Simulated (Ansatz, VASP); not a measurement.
One calculation of BP, two programs

File INCAR:

```
ALGO = Normal ; EDIFF = 1E-7
ENCUT = 520 ; GGA = PE
ISIF = 2 ; ISMEAR = -1
LASPH = T ; LCHARG = T
LELF = T ; LREAL = F
LVHAR = T ; LWAVE = F
NBANDS = 11 ; NELM = 60
PREC = Accurate ; SIGMA = 0.05
```

Contents of KPOINTS:

```
k-points
0
Gamma
  15 15 15
```

Contents of POSCAR:

```
BP
1.0
    0.0000000000      2.2383340787      2.2383340787
    2.2383340787      0.0000000000      2.2383340787
    2.2383340787      2.2383340787      0.0000000000
B P
1 1
Direct
    0.0000000000      0.0000000000      0.0000000000
    0.7500000000      0.7500000000      0.7500000000
```

Input for Ansatz:

```yaml
crystal:
  lattice:
    - [0.0, 2.2383340787, 2.2383340787]
    - [2.2383340787, 0.0, 2.2383340787]
    - [2.2383340787, 2.2383340787, 0.0]
  atoms:
    - { symbol: B, position: [0.0, 0.0, 0.0] }
    - { symbol: P, position: [0.75, 0.75, 0.75] }
kpoints:
  mp_grid: { grid: [15, 15, 15] }
scf:
  occupations: { method: fermi_dirac, width: 0.05 }
hamiltonian:
  xc: pbe
  pseudopotentials: { kind: all_electron, lapw: { basis_error: 0.001 } }
output:
  forces: true
  stress: true
  eigenvalues: true
```

Change from the starting cell: volume scaled by 0.96.

Alike in both runs: task single point; functional PBE; k mesh 15 × 15 × 15; occupations fermi-dirac, width 0.05 eV; no spin polarisation.

|  | VASP | Ansatz |
| --- | --- | --- |
| version | VASP 6.6.1 | Ansatz 0.2.0 |
| potentials or method | VASP PAW PBE potentials, release 64 (B, P), cutoff 520 eV | all-electron LAPW, scalar-relativistic |

|  | VASP | Ansatz | Ansatz less VASP |
| --- | --- | --- | --- |
| pressure (GPa) | 8.2 | 8.4 | +0.22 |

Ansatz ran all-electron here, and VASP with PAW potentials.
